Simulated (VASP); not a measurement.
# Sr3BiB (Pm-3m) in VASP: notebook

Sr3BiB is run at these levels: PBE; tasks: single point.

Program: VASP 6.6.1. These are calculated values, not measurements. Logs are shortened: lines on timing, memory, paths and dates and some standing lists are left out, and cuts for length are marked.

**1. The cell of the first run**

It takes space group Pm-3m (No. 221, cubic). The conventional cell has a = 5.520 Å, b = 5.520 Å, c = 5.520 Å, α = 90.00°, β = 90.00°, γ = 90.00°. Sr (site symmetry 4/mmm) has 2 B at 2.76 Å within 3.6 Å. B (site symmetry m-3m) has 6 Sr at 2.76 Å within 3.6 Å. Bi (site symmetry m-3m) has 12 Sr at 3.90 Å and 8 B at 4.78 Å within 5.1 Å.

**2. Single point, PBE**

INCAR

```
SYSTEM = Sr3BiB
ALGO = Normal
EDIFF = 1E-7
ENCUT = 520
GGA = PE
ISIF = 2
ISMEAR = 0
LASPH = .TRUE.
LCHARG = .TRUE.
LELF = .TRUE.
LREAL = .FALSE.
LVHAR = .TRUE.
LWAVE = .FALSE.
NBANDS = 32
NELM = 100
PREC = Accurate
SIGMA = 0.1
```

KPOINTS

```
k-points
0
G
  8 8 8
  0 0 0
```

POSCAR

```
Sr3BiB
1.0
    5.5196070133      0.0000000000      0.0000000000
    0.0000000000      5.5196070133      0.0000000000
    0.0000000000      0.0000000000      5.5196070133
Sr B Bi
3 1 1
Direct
    0.5000000000      0.0000000000      0.0000000000
    0.0000000000      0.5000000000      0.0000000000
    0.0000000000      0.0000000000      0.5000000000
    0.0000000000      0.0000000000      0.0000000000
    0.5000000000      0.5000000000      0.5000000000
```

Potentials or basis: VASP PAW PBE potentials, release 64 (Sr_sv, B, Bi_d).

The run is started by

```
$ cat potpaw_PBE.64/Sr_sv/POTCAR potpaw_PBE.64/B/POTCAR potpaw_PBE.64/Bi_d/POTCAR > POTCAR
$ mpirun -np 1 vasp_std > vasp.out
```

OUTCAR:

```text
SYSTEM = Sr3BiB
   EDIFF = 1E-7
   ENCUT = 520
   GGA = PE
   ISIF = 2
   ISMEAR = 0
   LASPH = .TRUE.
   LREAL = .FALSE.
   NELM = 100
   PREC = Accurate

 ion  position               nearest neighbor table
   1  0.500  0.000  0.000-   4 2.76   4 2.76   2 3.90   5 3.90   3 3.90   5 3.90   2 3.90   5 3.90
                             5 3.90   2 3.90   3 3.90   3 3.90   3 3.90   2 3.90
   2  0.000  0.500  0.000-   4 2.76   4 2.76   1 3.90   5 3.90   3 3.90   5 3.90   1 3.90   3 3.90
                             3 3.90   3 3.90   1 3.90   5 3.90   5 3.90   1 3.90
   3  0.000  0.000  0.500-   4 2.76   4 2.76   1 3.90   5 3.90   1 3.90   2 3.90   2 3.90   2 3.90
                             5 3.90   2 3.90   1 3.90   5 3.90   1 3.90   5 3.90
   4  0.000  0.000  0.000-   1 2.76   2 2.76   3 2.76   3 2.76   2 2.76   1 2.76
   5  0.500  0.500  0.500-   1 3.90   2 3.90   3 3.90   1 3.90   2 3.90   1 3.90   3 3.90   1 3.90
                             2 3.90   3 3.90   2 3.90   3 3.90

  LATTYP: Found a simple cubic cell.
 ALAT       =     5.5196070133

  Lattice vectors:

 A1 = (   5.5196070133,   0.0000000000,   0.0000000000)
 A2 = (   0.0000000000,   5.5196070133,   0.0000000000)
 A3 = (   0.0000000000,   0.0000000000,   5.5196070133)

Analysis of symmetry for initial positions (statically):
=====================================================================
 Subroutine PRICEL returns:
 Original cell was already a primitive cell.

 Routine SETGRP: Setting up the symmetry group for a
 simple cubic supercell.

 Subroutine GETGRP returns: Found 48 space group operations
 (whereof 48 operations were pure point group operations)
 out of a pool of 48 trial point group operations.

The static configuration has the point symmetry O_h .

Analysis of symmetry for dynamics (positions and initial velocities):
=====================================================================
 Subroutine PRICEL returns:
 Original cell was already a primitive cell.

 Routine SETGRP: Setting up the symmetry group for a
 simple cubic supercell.

 Subroutine GETGRP returns: Found 48 space group operations
 (whereof 48 operations were pure point group operations)
 out of a pool of 48 trial point group operations.

The dynamic configuration has the point symmetry O_h .

 Subroutine INISYM returns: Found 48 space group operations
 (whereof 48 operations are pure point group operations),
 and found     1 'primitive' translations

----------------------------------------------------------------------------------------

                                     Primitive cell

  volume of cell :     168.1607

  direct lattice vectors                    reciprocal lattice vectors
     5.519607013  0.000000000  0.000000000     0.181172319  0.000000000  0.000000000
     0.000000000  5.519607013  0.000000000     0.000000000  0.181172319  0.000000000
     0.000000000  0.000000000  5.519607013     0.000000000  0.000000000  0.181172319

  length of vectors
     5.519607013  5.519607013  5.519607013     0.181172319  0.181172319  0.181172319

  position of ions in fractional coordinates (direct lattice)
     0.500000000  0.000000000  0.000000000
     0.000000000  0.500000000  0.000000000
     0.000000000  0.000000000  0.500000000
     0.000000000  0.000000000  0.000000000
     0.500000000  0.500000000  0.500000000

  ion indices of the primitive-cell ions
   primitive index   ion index
                 1           1
                 2           2
                 3           3
                 4           4
                 5           5

----------------------------------------------------------------------------------------

 KPOINTS: k-points

Automatic generation of k-mesh.
 Grid dimensions read from file:
 generate k-points for:    8    8    8

 Generating k-lattice:

  Cartesian coordinates                     Fractional coordinates (reciprocal lattice)
     0.022646540  0.000000000  0.000000000     0.125000000  0.000000000  0.000000000
     0.000000000  0.022646540  0.000000000     0.000000000  0.125000000  0.000000000
     0.000000000  0.000000000  0.022646540     0.000000000  0.000000000  0.125000000

  Length of vectors
     0.022646540  0.022646540  0.022646540

  Shift w.r.t. Gamma in fractional coordinates (k-lattice)
     0.000000000  0.000000000  0.000000000

 Subroutine IBZKPT returns following result:
 ===========================================

 Found     35 irreducible k-points:

 Following reciprocal coordinates:
            Coordinates               Weight
  0.000000  0.000000  0.000000      1.000000
  0.125000  0.000000  0.000000      6.000000
  0.250000  0.000000  0.000000      6.000000
  0.375000  0.000000  0.000000      6.000000
  0.500000  0.000000  0.000000      3.000000
  0.125000  0.125000  0.000000     12.000000
[... 16 lines left out ...]
  0.375000  0.375000  0.125000     24.000000
  0.500000  0.375000  0.125000     24.000000
 [... further k-points ...]
   k-points           NKPTS =     35   k-points in BZ     NKDIM =     35   number of bands    NBANDS=     32
   number of dos      NEDOS =    301   number of ions     NIONS =      5
   total plane-waves  NPLWV =  74088
   dimension x,y,z NGX =    42 NGY =   42 NGZ =   42
   dimension x,y,z NGXF=    84 NGYF=   84 NGZF=   84
   ions per type =               3   1   1
   NGX,Y,Z   is equivalent  to a cutoff of  12.65, 12.65, 12.65 a.u.
   NGXF,Y,Z  is equivalent  to a cutoff of  25.30, 25.30, 25.30 a.u.
 SYSTEM =  Sr3BiB
   PREC   = accura    normal or accurate (medium, high low for compatibility)
   ISTART =      0    job   : 0-new  1-cont  2-samecut
   ICHARG =      2    charge: 1-file 2-atom 10-const
   ISPIN  =      1    spin polarized calculation?
   LNONCOLLINEAR =      F non collinear calculations
   LSORBIT =      F    spin-orbit coupling
   LASPH  =      T    aspherical Exc in radial PAW
   ENCUT  =  520.0 eV  38.22 Ry    6.18 a.u.  10.26 10.26 10.26*2*pi/ulx,y,z
   NELM   =    100;   NELMIN=  2; NELMDL= -5     # of ELM steps
   EDIFF  = 0.1E-06   stopping-criterion for ELM
   LREAL  =      F    real-space projection
   EDIFFG = 0.1E-05   stopping-criterion for IOM
   NSW    =      0    number of steps for IOM
   IBRION =     -1    ionic relax: 0-MD 1-quasi-New 2-CG
   NFREE  =      0    steps in history (QN), initial steepest desc. (CG)
   ISIF   =      2    stress and relaxation
   ISYM   =      2    0-nonsym 1-usesym 2-fastsym
   POTIM  = 0.5000    time-step for ionic-motion
   TEBEG  =    0.0;   TEEND  =   0.0 temperature during run
   PSTRESS=    0.0 pullay stress
   NELECT =      48.0000    total number of electrons
   NUPDOWN=      -1.0000    fix difference up-down
   EMIN   =  10.00;   EMAX   =-10.00  energy-range for DOS
   EFERMI =   0.00;   METHOD = LEGACY
   ISMEAR =     0;   SIGMA  =   0.10  broadening in eV -4-tet -1-fermi 0-gaus
   EFERMI_NEDOS =   21; number of points for ismear=-14 and -15
   IALGO  =     38    algorithm
   IMIX   =      4    mixing-type and parameters
     AMIX     =   0.40;   BMIX     =  1.00
     AMIX_MAG =   1.60;   BMIX_MAG =  1.00
  volume/ion in A,a.u.               =      33.63       226.96
  Fermi-wavevector in a.u.,A,eV,Ry     =   1.077905  2.036945 15.808321  1.161879
  Thomas-Fermi vector in A             =   2.213829
   LORBIT       =      0    0 simple, 1 ext, 2 COOP (PROOUT), +10 PAW based schemes
   GGA     = PE    functional components
   LHFCALC =     F    Hartree Fock is set to
   AEXX    =    0.0000 exact exchange contribution
   IVDW    =     0    specifies the selected vdW correction
   LEPSILON=     F    determine dielectric tensor
   LRPA    =     F    only Hartree local field effects (RPA)
 non-spin polarized calculation
 Gauss-broadening in eV      SIGMA  =   0.10
  energy-cutoff  :      520.00
  volume of cell :      168.16
 maximum number of plane-waves:      4632
 NGX is ok and might be reduce to    42
   NGX = 21   NGY = 21   NGZ = 21

 number of electron      48.0000002 magnetization

 Free energy of the ion-electron system (eV)
  ---------------------------------------------------
  ext. energy  EPLUGINS =         0.00000000
  ---------------------------------------------------
  free energy    TOTEN  =       -16.05782379 eV

  energy without entropy =      -16.03538684  energy(sigma->0) =      -16.04660532

 E-fermi :   2.8392     XC(G=0):  -8.6007

 val. band max:        2.8259400084   @ k =   0.5000   0.2500   0.1250
 cond. band min:       2.8449004407   @ k =   0.5000   0.3750   0.0000
 fundamental gap:      0.0189604323
 Fermi energy:         2.8392363625

 k-point     1 :       0.0000    0.0000    0.0000
  band No.  band energies     occupation
      1     -32.4878      2.00000
      2     -32.4384      2.00000
      3     -32.4384      2.00000
      4     -18.7611      2.00000
      5     -18.7611      2.00000
      6     -18.7611      2.00000
[... 24 lines left out ...]
     31       4.2083      0.00000
     32       7.1084      0.00000

 k-point     2 :       0.1250    0.0000    0.0000
  band No.  band energies     occupation
      1     -32.4861      2.00000
      2     -32.4400      2.00000
      3     -32.4383      2.00000
      4     -18.7612      2.00000
      5     -18.7612      2.00000
      6     -18.7611      2.00000
[... 24 lines left out ...]
     31       4.7597      0.00000
     32       6.9540      0.00000

 k-point     3 :       0.2500    0.0000    0.0000
  band No.  band energies     occupation
      1     -32.4815      2.00000
      2     -32.4446      2.00000
      3     -32.4383      2.00000
      4     -18.7615      2.00000
      5     -18.7615      2.00000
      6     -18.7611      2.00000
[... 24 lines left out ...]
     31       5.4238      0.00000
     32       6.5966      0.00000

 k-point     4 :       0.3750    0.0000    0.0000
  band No.  band energies     occupation
      1     -32.4752      2.00000
      2     -32.4509      2.00000
      3     -32.4383      2.00000
      4     -18.7618      2.00000
      5     -18.7618      2.00000
      6     -18.7611      2.00000
[... 654 lines left out ...]
     31       5.9830      0.00000
     32       6.8131      0.00000

 k-point    23 :       0.3750    0.3750    0.1250
  band No.  band energies     occupation
      1     -32.4643      2.00000
      2     -32.4523      2.00000
      3     -32.4476      2.00000
      4     -18.7617      2.00000
      5     -18.7617      2.00000
      6     -18.7614      2.00000
[... 24 lines left out ...]
     31       5.8839      0.00000
     32       6.8783      0.00000

 k-point    24 :       0.5000    0.3750    0.1250
  band No.  band energies     occupation
      1     -32.4605      2.00000
      2     -32.4547      2.00000
      3     -32.4489      2.00000
      4     -18.7617      2.00000
      5     -18.7617      2.00000
      6     -18.7614      2.00000
[... 24 lines left out ...]
     31       5.8950      0.00000
     32       6.8499      0.00000

 [... further k-points ...]
[... 5 lines left out ...]
  --------------------------------------------------------------------------------------
  -------------------------------------------------------------------------------------
  Total        0.0722593      0.0722593      0.0722593      0.0000000      0.0000000      0.0000000
  in kB        0.6884615      0.6884615      0.6884615      0.0000000      0.0000000      0.0000000
  external PRESSURE =       0.6884615 kB  Pullay stress =       0.0000000 kB

 VOLUME and BASIS-vectors are now :
 -----------------------------------------------------------------------------
  energy-cutoff  :      520.00
  volume of cell :      168.16
      direct lattice vectors                 reciprocal lattice vectors
     5.519607013  0.000000000  0.000000000     0.181172319  0.000000000  0.000000000
     0.000000000  5.519607013  0.000000000     0.000000000  0.181172319  0.000000000
     0.000000000  0.000000000  5.519607013     0.000000000  0.000000000  0.181172319

 POSITION                                       TOTAL-FORCE (eV/Angst)
 -----------------------------------------------------------------------------------
      2.75980      0.00000      0.00000         0.000000      0.000000      0.000000
      0.00000      2.75980      0.00000         0.000000      0.000000      0.000000
      0.00000      0.00000      2.75980         0.000000      0.000000      0.000000
      0.00000      0.00000      0.00000         0.000000      0.000000      0.000000
      2.75980      2.75980      2.75980         0.000000      0.000000      0.000000
 -----------------------------------------------------------------------------------
    total drift:                                0.000000      0.000000     -0.000000

  FREE ENERGIE OF THE ION-ELECTRON SYSTEM (eV)
  ---------------------------------------------------
  free  energy   TOTEN  =       -16.0578237937 eV

  energy  without entropy=      -16.0353868410  energy(sigma->0) =      -16.04660532
```

Wall time 1.7 min (1 thread of Intel Xeon 6975P-C (Granite Rapids), shared host); peak memory 0.38 GiB.

Results:

* Free energy: -16.0578 eV
* Pressure: 0.1 GPa
* Band gap on the k mesh: zero (band 24 reaches 3.57 eV, above the bottom of band 25 at 1.57 eV)

Levels at points of the mesh, in eV from the Fermi level:
```csv
k point,band 21,band 22,band 23,band 24,band 25,band 26,band 27,band 28
"(0.00, 0.00, 0.00)",-0.65,-0.65,0.41,0.62,0.62,1.30,1.30,1.30
"(0.50, 0.00, 0.00)",-0.97,-0.87,-0.87,0.33,0.33,1.66,1.68,1.79
"(0.50, 0.50, 0.00)",-2.28,-1.00,-0.50,-0.50,-0.04,2.20,2.53,2.53
"(0.50, 0.50, 0.50)",-1.63,-1.63,-1.27,-1.27,-1.27,2.36,2.36,2.36
```

Caveat: spin-orbit coupling is left out, which moves the levels of the heavy elements.

**3. Single point, PBE**

INCAR

```
PREC     = Accurate       # precision mode
ENCUT    = 520            # plane-wave cutoff, eV
EDIFF    = 1E-6           # SCF threshold, eV
ISMEAR   = 0              # smearing method
SIGMA    = 0.1            # smearing width, eV
LREAL    = False          # projectors in reciprocal space
LASPH    = True           # aspherical terms in the spheres
NELM     = 100            # most SCF steps
ALGO     = Normal         # electronic algorithm
ISIF     = 2              # what is computed and relaxed
LWAVE    = False          # write WAVECAR
LCHARG   = True           # write CHGCAR
GGA      = PE             # functional
LELF     = True           # ELF
LVHAR    = True         
NBANDS   = 32             # bands
```

KPOINTS

```
Automatic mesh
0
Gamma
  8 8 8
```

POSCAR is that of step 2.

Potentials or basis: VASP PAW PBE potentials, release 64 (Sr_sv, B, Bi_d).

The run is started by

```
$ cat potpaw_PBE.64/Sr_sv/POTCAR potpaw_PBE.64/B/POTCAR potpaw_PBE.64/Bi_d/POTCAR > POTCAR
$ mpirun -np 1 vasp_std > vasp.out
```

Wall time 93 s (1 thread of Intel Xeon 6975P-C (Granite Rapids), shared host); peak memory 0.37 GiB.

It converged, with:

```yaml
Free_energy: -16.0578 eV
Pressure: 0.1 GPa
Band_gap_on_the_k_mesh: zero (band 24 reaches 3.57 eV, above the bottom of band 25 at 1.57 eV)
```

Levels at points of the mesh, in eV from the Fermi level:
| k point | band 20 | band 21 | band 22 | band 23 | band 24 | band 25 | band 26 | band 27 | band 28 | band 29 |
| --- | --- | --- | --- | --- | --- | --- | --- | --- | --- | --- |
| (0.00, 0.00, 0.00) | -0.65 | -0.65 | -0.65 | 0.41 | 0.62 | 0.62 | 1.30 | 1.30 | 1.30 | 1.37 |
| (0.50, 0.00, 0.00) | -2.21 | -0.97 | -0.87 | -0.87 | 0.33 | 0.33 | 1.66 | 1.68 | 1.79 | 2.90 |
| (0.50, 0.50, 0.00) | -2.28 | -2.28 | -1.00 | -0.50 | -0.50 | -0.04 | 2.20 | 2.53 | 2.53 | 2.58 |
| (0.50, 0.50, 0.50) | -1.63 | -1.63 | -1.63 | -1.27 | -1.27 | -1.27 | 2.36 | 2.36 | 2.36 | 2.60 |

Caveat: spin-orbit coupling is left out, which moves the levels of the heavy elements.
